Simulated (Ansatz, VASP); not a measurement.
## MoS2 in VASP and in Ansatz

```
CELL_PARAMETERS angstrom
3.14773 0.00000 0.00000
-1.57387 2.72601 0.00000
0.00000 0.00000 12.24129
ATOMIC_POSITIONS crystal
Mo 0.66667 0.33333 0.75000
Mo 0.33333 0.66667 0.25000
S 0.66667 0.33333 0.37700
S 0.33333 0.66667 0.87700
S 0.66667 0.33333 0.12300
S 0.33333 0.66667 0.62300
```

Alike in both runs: task single point; functional PBE; dispersion D4; k mesh 10 × 10 × 3; occupations fermi-dirac, width 0.05 eV; no spin polarisation.

|  | VASP | Ansatz |
| --- | --- | --- |
| version | VASP 6.6.1 | Ansatz 0.2.0 |
| potentials or method | VASP PAW PBE potentials, release 64 (Mo_sv, S) | Ansatz PAW |
| plane-wave cutoff (eV) | 520 | 420 |
| valence electrons in the cell | 52 | 52 |

|  | VASP | Ansatz | Ansatz less VASP |
| --- | --- | --- | --- |
| gap on the k mesh at the Fermi level (eV) | 0.92 | 0.91 | -0.016 |
| least direct gap on the mesh (eV) | 1.92 | 1.92 | -0.004 |
| pressure (GPa) | 1.3 | 1.5 | +0.15 |
| traceless stress, the component that is largest in VASP (GPa) | 0.37 | 0.42 | +0.043 |
| rms of the force components (eV/Å) | 0.109 | 0.119 | +0.0103 |

Atom by atom the forces differ by 0.010 eV/Å (rms over components).

Noted on Ansatz's run: odd divisions of the mesh miss points on the zone boundary, where band edges often lie, so the gap on the mesh can be too wide.
